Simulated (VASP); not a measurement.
Au: single point with PBE

Au:

```xyz
1
Lattice="0.0000 2.0412 2.0412 2.0412 0.0000 2.0412 2.0412 2.0412 0.0000" Properties=species:S:1:pos:R:3 pbc="T T T"
Au    0.0000    0.0000    0.0000
```

| Quantity | Value |
| --- | --- |
| Program | VASP 6.6.1 |
| Task | single point |
| Functional | PBE |
| Potentials or basis | VASP PAW PBE potentials, release 64 (Au) |
| Cutoff | 500 eV |
| k mesh | 11 × 11 × 11 |
| Occupations | fermi-dirac, width 0.05 eV |
| Spin | no spin polarisation |

| Item | Value |
| --- | --- |
| Pressure | 8.7 GPa |

Levels at points of the mesh, in eV from the Fermi level:
| k point | band 2 | band 3 | band 4 | band 5 | band 6 | band 7 | band 8 | band 9 | band 10 | band 11 |
| --- | --- | --- | --- | --- | --- | --- | --- | --- | --- | --- |
| (0.00, 0.00, 0.00) | -4.74 | -4.74 | -4.74 | -3.22 | -3.22 | 14.48 | 18.49 | 18.49 | 18.49 | 23.40 |

Run time: 6.6 s on 1 thread of Intel Xeon 6975P-C, with other jobs on the host, peak memory 0.14 GiB.

Caveat: spin-orbit coupling is left out, which moves the levels of the heavy elements.
